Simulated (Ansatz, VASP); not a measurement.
# H: VASP beside Ansatz

```
CELL_PARAMETERS angstrom
9.00000 0.00000 0.00000
0.00000 9.50000 0.00000
0.00000 0.00000 10.00000
ATOMIC_POSITIONS crystal
H 0.50000 0.50000 0.46174
H 0.50000 0.50000 0.53826
```

Alike in both runs: functional LDA; k mesh 1 × 1 × 1; occupations gaussian, width 0.05 eV; no spin polarisation.

Ansatz relaxed the structure, and its values are those at the end. VASP's run is a single point on that final structure, the one shown.

```csv
,VASP,Ansatz
version,VASP 6.6.1,Ansatz 0.2.0
potentials or method,"VASP PAW LDA potentials, release 64 (H), cutoff 520 eV","plane waves, PAW"
valence electrons in the cell,2,2
```

Ansatz gave:

| Quantity | Value |
| --- | --- |
| rms of the force components (eV/Å) | 0.000 |

**Question.** Which values does VASP return?

**Answer.** rms of the force components (eV/Å): 0.010.

LDA's correlation is that of Perdew and Zunger in VASP and of Perdew and Wang (1992) in Ansatz. Ansatz's warnings: stress scf threshold loose.
